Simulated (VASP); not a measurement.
Wanted: the native input for a VASP 6.6.1 run.

| Quantity | Value |
| --- | --- |
| Task | single point |
| Functional | PBE |
| Dispersion | D3(BJ) |
| Potentials or basis | VASP PAW PBE potentials, release 64 (F) |
| Cutoff | 520 eV |
| k mesh | 6 × 4 × 4 |
| Occupations | gaussian, width 0.02 eV |
| Spin | no spin polarisation |
| Dipole correction | no |
| Further INCAR settings | ALGO = Normal; EDIFF = 1e-06; NBANDS = 38 |

The structure of F lies in POSCAR:

```
F
1.0
    3.4468618989      0.0380943886     -0.0474597296
   -0.1888161591      6.1453019785     -0.0603255771
   -0.2562258610     -0.2394880803      6.4235638057
F
8
Direct
    0.4023353689      0.1649049460      0.3535117939
    0.9468128211      0.7642919027      0.2669506947
    0.9032381526      0.2548357507      0.9337400595
    0.4248399551      0.6357332115      0.6996823295
    0.5751600449      0.3642667885      0.3003176705
    0.0967618474      0.7451642493      0.0662599405
    0.0531871789      0.2357080973      0.7330493053
    0.5976646311      0.8350950540      0.6464882061
```

The input as run:

INCAR

```
SYSTEM = F
PREC = Accurate
ENCUT = 520
EDIFF = 1E-6
ISMEAR = 0
SIGMA = 0.02
LREAL = .FALSE.
LASPH = .TRUE.
NELM = 60
ALGO = Normal
ISIF = 2
LWAVE = .FALSE.
LCHARG = .TRUE.
GGA = PE
IVDW = 12
LELF = .TRUE.
LVHAR = .TRUE.
NBANDS = 38
```

KPOINTS

```
regular mesh
0
G
  6 4 4
  0 0 0
```

Potentials or basis: VASP PAW PBE potentials, release 64 (F).

The run is started by

```sh
$ cat potpaw_PBE.64/F/POTCAR > POTCAR
$ mpirun -np 1 vasp_std > vasp.out
```

Results of the run:

| Item | Value |
| --- | --- |
| Pressure | 0.5 GPa |
| Largest force | 0.379 eV/Å |
| Band gap on the k mesh | 3.06 eV |
| Dispersion energy per atom | -0.027 eV |

It took 2.1 min on 1 thread of Intel(R) Xeon(R) Platinum 8559C (Emerald Rapids) (shared host), peak memory 0.34 GiB.
